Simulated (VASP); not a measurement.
# GaMo (R-3m) in VASP: single point with PBE

Aim: the single point of GaMo with PBE.

Everything below comes from runs of VASP 6.6.1. Logs are shortened: lines on timing, memory, paths and dates and some standing lists are left out, and cuts for length are marked.

**1. The cell of the first run**

The structure is trigonal, space group R-3m (No. 166). The conventional cell has a = 2.865 Å, b = 2.865 Å, c = 13.242 Å, α = 90.00°, β = 90.00°, γ = 120.00°. Within 3.6 Å of Ga (site symmetry -3m) lie 6 Mo at 2.76 Å and 6 Ga at 2.87 Å. Mo (site symmetry -3m) has 6 Ga at 2.76 Å and 6 Mo at 2.87 Å within 3.6 Å.

**2. Single point, PBE**

File INCAR:

```
PREC = Accurate
ENCUT = 520
EDIFF = 1E-6
ISMEAR = 0
SIGMA = 0.2
LREAL = F
LASPH = T
NELM = 100
ALGO = Normal
ISIF = 2
LWAVE = F
LCHARG = F
GGA = PE
NBANDS = 20
```

File KPOINTS:

```
regular mesh
0
Gamma
  7 7 7
```

File POSCAR:

```
GaMo
1.0
    1.4325094962      0.8270597432      4.4141167235
   -1.4325094962      0.8270597432      4.4141167235
    0.0000000000     -1.6541194865      4.4141167235
Ga Mo
1 1
Direct
    0.5000000000      0.5000000000      0.5000000000
    0.0000000000      0.0000000000      0.0000000000
```

Potentials or basis: VASP PAW PBE potentials, release 64 (Ga_d, Mo_sv).

Command:

```
$ cat potpaw_PBE.64/Ga_d/POTCAR potpaw_PBE.64/Mo_sv/POTCAR > POTCAR
$ mpirun -np 1 vasp_std > vasp.out
```

OUTCAR:

```text
PREC = Accurate
   ENCUT = 520
   EDIFF = 1E-6
   ISMEAR = 0
   LREAL = F
   LASPH = T
   NELM = 100
   ISIF = 2
   GGA = PE

 ion  position               nearest neighbor table
   1  0.500  0.500  0.500-   2 2.76   2 2.76   2 2.76   2 2.76   2 2.76   2 2.76
   2  0.000  0.000  0.000-   1 2.76   1 2.76   1 2.76   1 2.76   1 2.76   1 2.76

  LATTYP: Found a trigonal (rhomboedric) cell.
 ALAT       =     4.7138665365
 COS(alpha) =     0.8152984881

  Lattice vectors:

 A1 = (   1.4325094962,   0.8270597432,   4.4141167235)
 A2 = (  -1.4325094962,   0.8270597432,   4.4141167235)
 A3 = (   0.0000000000,  -1.6541194865,   4.4141167235)

Analysis of symmetry for initial positions (statically):
=====================================================================
 Subroutine PRICEL returns:
 Original cell was already a primitive cell.

 Routine SETGRP: Setting up the symmetry group for a
 trigonal (rhombohedral) supercell.

 Subroutine GETGRP returns: Found 12 space group operations
 (whereof 12 operations were pure point group operations)
 out of a pool of 12 trial point group operations.

The static configuration has the point symmetry D_3d.

Analysis of symmetry for dynamics (positions and initial velocities):
=====================================================================
 Subroutine PRICEL returns:
 Original cell was already a primitive cell.

 Routine SETGRP: Setting up the symmetry group for a
 trigonal (rhombohedral) supercell.

 Subroutine GETGRP returns: Found 12 space group operations
 (whereof 12 operations were pure point group operations)
 out of a pool of 12 trial point group operations.

The dynamic configuration has the point symmetry D_3d.

 Subroutine INISYM returns: Found 12 space group operations
 (whereof 12 operations are pure point group operations),
 and found     1 'primitive' translations

----------------------------------------------------------------------------------------

                                     Primitive cell

  volume of cell :      31.3783

  direct lattice vectors                    reciprocal lattice vectors
     1.432509496  0.827059743  4.414116724     0.349037826  0.201517083  0.075515297
    -1.432509496  0.827059743  4.414116724    -0.349037826  0.201517083  0.075515297
     0.000000000 -1.654119486  4.414116724     0.000000000 -0.403034165  0.075515297

  length of vectors
     4.713866537  4.713866537  4.713866537     0.410047678  0.410047678  0.410047678

  position of ions in fractional coordinates (direct lattice)
     0.500000000  0.500000000  0.500000000
     0.000000000  0.000000000  0.000000000

  ion indices of the primitive-cell ions
   primitive index   ion index
                 1           1
                 2           2

----------------------------------------------------------------------------------------

 KPOINTS: regular mesh

Automatic generation of k-mesh.
 Grid dimensions read from file:
 generate k-points for:    7    7    7

 Generating k-lattice:

  Cartesian coordinates                     Fractional coordinates (reciprocal lattice)
     0.049862547  0.028788155  0.010787900     0.142857143  0.000000000  0.000000000
    -0.049862547  0.028788155  0.010787900     0.000000000  0.142857143  0.000000000
     0.000000000 -0.057576309  0.010787900     0.000000000  0.000000000  0.142857143

  Length of vectors
     0.058578240  0.058578240  0.058578240

  Shift w.r.t. Gamma in fractional coordinates (k-lattice)
     0.000000000  0.000000000  0.000000000

 Subroutine IBZKPT returns following result:
 ===========================================

 Found     44 irreducible k-points:

 Following reciprocal coordinates:
            Coordinates               Weight
  0.000000  0.000000  0.000000      1.000000
  0.142857  0.000000  0.000000      6.000000
  0.285714 -0.000000 -0.000000      6.000000
  0.428571 -0.000000  0.000000      6.000000
  0.142857  0.142857  0.000000      6.000000
  0.285714  0.142857 -0.000000     12.000000
[... 16 lines left out ...]
  0.285714  0.285714  0.142857      6.000000
  0.428571  0.285714  0.142857     12.000000
 [... further k-points ...]
   k-points           NKPTS =     44   k-points in BZ     NKDIM =     44   number of bands    NBANDS=     20
   number of dos      NEDOS =    301   number of ions     NIONS =      2
   total plane-waves  NPLWV =  46656
   dimension x,y,z NGX =    36 NGY =   36 NGZ =   36
   dimension x,y,z NGXF=    72 NGYF=   72 NGZF=   72
   ions per type =               1   1
   NGX,Y,Z   is equivalent  to a cutoff of  12.70, 12.70, 12.70 a.u.
   NGXF,Y,Z  is equivalent  to a cutoff of  25.39, 25.39, 25.39 a.u.
 SYSTEM =  unknown system
   PREC   = accura    normal or accurate (medium, high low for compatibility)
   ISTART =      0    job   : 0-new  1-cont  2-samecut
   ICHARG =      2    charge: 1-file 2-atom 10-const
   ISPIN  =      1    spin polarized calculation?
   LNONCOLLINEAR =      F non collinear calculations
   LSORBIT =      F    spin-orbit coupling
   LASPH  =      T    aspherical Exc in radial PAW
   ENCUT  =  520.0 eV  38.22 Ry    6.18 a.u.   8.76  8.76  8.76*2*pi/ulx,y,z
   NELM   =    100;   NELMIN=  2; NELMDL= -5     # of ELM steps
   EDIFF  = 0.1E-05   stopping-criterion for ELM
   LREAL  =      F    real-space projection
   EDIFFG = 0.1E-04   stopping-criterion for IOM
   NSW    =      0    number of steps for IOM
   IBRION =     -1    ionic relax: 0-MD 1-quasi-New 2-CG
   NFREE  =      0    steps in history (QN), initial steepest desc. (CG)
   ISIF   =      2    stress and relaxation
   ISYM   =      2    0-nonsym 1-usesym 2-fastsym
   POTIM  = 0.5000    time-step for ionic-motion
   TEBEG  =    0.0;   TEEND  =   0.0 temperature during run
   PSTRESS=    0.0 pullay stress
   NELECT =      27.0000    total number of electrons
   NUPDOWN=      -1.0000    fix difference up-down
   EMIN   =  10.00;   EMAX   =-10.00  energy-range for DOS
   EFERMI =   0.00;   METHOD = LEGACY
   ISMEAR =     0;   SIGMA  =   0.20  broadening in eV -4-tet -1-fermi 0-gaus
   EFERMI_NEDOS =   21; number of points for ismear=-14 and -15
   IALGO  =     38    algorithm
   IMIX   =      4    mixing-type and parameters
     AMIX     =   0.40;   BMIX     =  1.00
     AMIX_MAG =   1.60;   BMIX_MAG =  1.00
  volume/ion in A,a.u.               =      15.69       105.88
  Fermi-wavevector in a.u.,A,eV,Ry     =   1.557111  2.942513 32.988617  2.424595
  Thomas-Fermi vector in A             =   2.660809
   LORBIT       =      0    0 simple, 1 ext, 2 COOP (PROOUT), +10 PAW based schemes
   GGA     = PE    functional components
   LHFCALC =     F    Hartree Fock is set to
   AEXX    =    0.0000 exact exchange contribution
   IVDW    =     0    specifies the selected vdW correction
   LEPSILON=     F    determine dielectric tensor
   LRPA    =     F    only Hartree local field effects (RPA)
 non-spin polarized calculation
 Gauss-broadening in eV      SIGMA  =   0.20
  energy-cutoff  :      520.00
  volume of cell :       31.38
 maximum number of plane-waves:       859
   NGX = 17   NGY = 17   NGZ = 17

 number of electron      26.9999995 magnetization

 Free energy of the ion-electron system (eV)
  ---------------------------------------------------
  ext. energy  EPLUGINS =         0.00000000
  ---------------------------------------------------
  free energy    TOTEN  =       -13.67593175 eV

  energy without entropy =      -13.64187684  energy(sigma->0) =      -13.65890429

 E-fermi :   9.6691     XC(G=0): -12.6826

 val. band max:        9.6640679541   @ k =  -0.2857   0.2857   0.1429
 cond. band min:       9.7243649542   @ k =  -0.2857   0.4286   0.2857
 fundamental gap:      0.0602970001
 Fermi energy:         9.6690755454

 k-point     1 :       0.0000    0.0000    0.0000
  band No.  band energies     occupation
      1     -51.1783      2.00000
      2     -25.3501      2.00000
      3     -24.7526      2.00000
      4     -24.7526      2.00000
      5      -5.1145      2.00000
      6      -5.1145      2.00000
[... 12 lines left out ...]
     19      21.3747      0.00000
     20      22.4958      0.00000

 k-point     2 :       0.1429    0.0000    0.0000
  band No.  band energies     occupation
      1     -51.1544      2.00000
      2     -25.3241      2.00000
      3     -24.9255      2.00000
      4     -24.7923      2.00000
      5      -5.1403      2.00000
      6      -5.0629      2.00000
[... 12 lines left out ...]
     19      20.7650      0.00000
     20      22.7583      0.00000

 k-point     3 :       0.2857   -0.0000   -0.0000
  band No.  band energies     occupation
      1     -51.1004      2.00000
      2     -25.3024      2.00000
      3     -25.2651      2.00000
      4     -24.8804      2.00000
      5      -5.2021      2.00000
      6      -4.9933      2.00000
[... 12 lines left out ...]
     19      19.8155      0.00000
     20      20.7826      0.00000

 k-point     4 :       0.4286   -0.0000    0.0000
  band No.  band energies     occupation
      1     -51.0566      2.00000
      2     -25.5938      2.00000
      3     -25.2174      2.00000
      4     -24.9501      2.00000
      5      -5.2524      2.00000
      6      -5.0515      2.00000
[... 12 lines left out ...]
     19      18.9378      0.00000
     20      19.2733      0.00000

 k-point     5 :       0.1429    0.1429    0.0000
  band No.  band energies     occupation
      1     -51.1544      2.00000
      2     -25.3247      2.00000
      3     -24.9255      2.00000
      4     -24.7923      2.00000
      5      -5.1404      2.00000
      6      -5.0628      2.00000
[... 12 lines left out ...]
     19      20.3551      0.00000
     20      22.9555      0.00000

 k-point     6 :       0.2857    0.1429   -0.0000
  band No.  band energies     occupation
      1     -51.1154      2.00000
      2     -25.2824      2.00000
      3     -25.1746      2.00000
      4     -24.8817      2.00000
      5      -5.1484      2.00000
      6      -5.0496      2.00000
[... 12 lines left out ...]
     19      17.8607      0.00000
     20      23.2579      0.00000

 k-point     7 :       0.4286    0.1429    0.0000
  band No.  band energies     occupation
      1     -51.0664      2.00000
      2     -25.4590      2.00000
      3     -25.2285      2.00000
      4     -25.0105      2.00000
      5      -5.1799      2.00000
      6      -5.0298      2.00000
[... 12 lines left out ...]
     19      18.6522      0.00000
     20      20.6670      0.00000
[... 277 lines left out ...]
 k-point    20 :      -0.4286    0.1429    0.1429
  band No.  band energies     occupation
      1     -51.0565      2.00000
      2     -25.5935      2.00000
      3     -25.2183      2.00000
      4     -24.9501      2.00000
      5      -5.2541      2.00000
      6      -5.0615      2.00000
[... 12 lines left out ...]
     19      18.8475      0.00000
     20      19.9279      0.00000

 k-point    21 :      -0.2857    0.1429    0.1429
  band No.  band energies     occupation
      1     -51.0566      2.00000
      2     -25.5935      2.00000
      3     -25.2169      2.00000
      4     -24.9501      2.00000
      5      -5.2558      2.00000
      6      -5.0598      2.00000
[... 12 lines left out ...]
     19      18.4238      0.00000
     20      18.5961      0.00000

 k-point    22 :      -0.1429    0.1429    0.1429
  band No.  band energies     occupation
      1     -51.1004      2.00000
      2     -25.3021      2.00000
      3     -25.2646      2.00000
      4     -24.8804      2.00000
      5      -5.2045      2.00000
      6      -4.9978      2.00000
[... 12 lines left out ...]
     19      19.0308      0.00000
     20      21.3031      0.00000

 k-point    23 :       0.2857    0.2857    0.1429
  band No.  band energies     occupation
      1     -51.1543      2.00000
      2     -25.3286      2.00000
      3     -24.9254      2.00000
      4     -24.7924      2.00000
      5      -5.1396      2.00000
      6      -5.0611      2.00000
[... 12 lines left out ...]
     19      20.2369      0.00000
     20      23.0939      0.00000

 k-point    24 :       0.4286    0.2857    0.1429
  band No.  band energies     occupation
      1     -51.1154      2.00000
      2     -25.2856      2.00000
      3     -25.1743      2.00000
      4     -24.8818      2.00000
      5      -5.1493      2.00000
      6      -5.0503      2.00000
[... 12 lines left out ...]
     19      18.7306      0.00000
     20      22.8158      0.00000

 [... further k-points ...]
[... 5 lines left out ...]
  --------------------------------------------------------------------------------------
  -------------------------------------------------------------------------------------
  Total        0.0446215      0.0446215      0.1589512      0.0000000     -0.0000000     -0.0000000
  in kB        2.2783745      2.2783745      8.1160554      0.0000000     -0.0000000     -0.0000000
  external PRESSURE =       4.2242681 kB  Pullay stress =       0.0000000 kB

 VOLUME and BASIS-vectors are now :
 -----------------------------------------------------------------------------
  energy-cutoff  :      520.00
  volume of cell :       31.38
      direct lattice vectors                 reciprocal lattice vectors
     1.432509496  0.827059743  4.414116724     0.349037826  0.201517083  0.075515297
    -1.432509496  0.827059743  4.414116724    -0.349037826  0.201517083  0.075515297
     0.000000000 -1.654119486  4.414116724     0.000000000 -0.403034165  0.075515297

 POSITION                                       TOTAL-FORCE (eV/Angst)
 -----------------------------------------------------------------------------------
      0.00000     -0.00000      6.62118        -0.000000      0.000000      0.000000
      0.00000      0.00000      0.00000         0.000000     -0.000000     -0.000000
 -----------------------------------------------------------------------------------
    total drift:                                0.000000     -0.000000      0.000000

  FREE ENERGIE OF THE ION-ELECTRON SYSTEM (eV)
  ---------------------------------------------------
  free  energy   TOTEN  =       -13.6759317489 eV

  energy  without entropy=      -13.6418768351  energy(sigma->0) =      -13.65890429
```

It took 22 s on 1 thread of Intel Xeon 6975P-C (Granite Rapids), shared host; peak memory 0.21 GiB.

Results:

```
Free energy : -13.6759 eV
Pressure    : 0.4 GPa
```

Stress tensor (GPa, compression positive):
```
0.23 0.00 0.00
0.00 0.23 0.00
0.00 0.00 0.81
```

Levels at points of the mesh, in eV from the Fermi level:
```tsv
k point	band 11	band 12	band 13	band 14	band 15	band 16
(0.00, 0.00, 0.00)	-3.82	-1.68	-0.45	-0.45	1.75	1.75
```

Caveat: the k points lie up to 0.37 Å⁻¹ apart.
